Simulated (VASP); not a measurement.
TiC, 2 atoms in the cell. It takes space group I4/mmm (No. 139, tetragonal). The conventional cell has a = 3.060 Å, b = 3.060 Å, c = 4.285 Å, α = 90.00°, β = 90.00°, γ = 90.00°. Within 2.8 Å of Ti (site symmetry 4/mmm) lie 6 C at 2.14 to 2.16 Å. Within 2.8 Å of C (site symmetry 4/mmm) lie 6 Ti at 2.14 to 2.16 Å.  This cell differs from its parent crystal: zz strain of -1 %.

- Program: VASP 6.6.1
- Task: electric field gradients
- Functional: PBEsol
- Potentials or basis: VASP PAW PBE potentials, release 64 (Ti_sv, C)
- Cutoff: 520 eV
- k mesh: 16 × 16 × 16
- Occupations: fermi-dirac, width 0.03 eV
- Spin: no spin polarisation
- Dipole correction: no
- Further INCAR settings: ALGO = Normal; EDIFF = 1e-08; NBANDS = 15

Potentials or basis: VASP PAW PBE potentials, release 64 (Ti_sv, C).

Run with:

```bash
$ cat potpaw_PBE.64/Ti_sv/POTCAR potpaw_PBE.64/C/POTCAR > POTCAR
$ mpirun -np 1 vasp_std > vasp.out
```

Hardware: 1 thread of Intel(R) Xeon(R) 6975P-C (Granite Rapids), with other jobs on the host.

**Question.** How long does it take, and how much memory?

**Answer.** Run time: 37 s on 1 thread of Intel(R) Xeon(R) 6975P-C (Granite Rapids), with other jobs on the host, peak memory 0.22 GiB. Counts: scf iterations 17, k points 349.
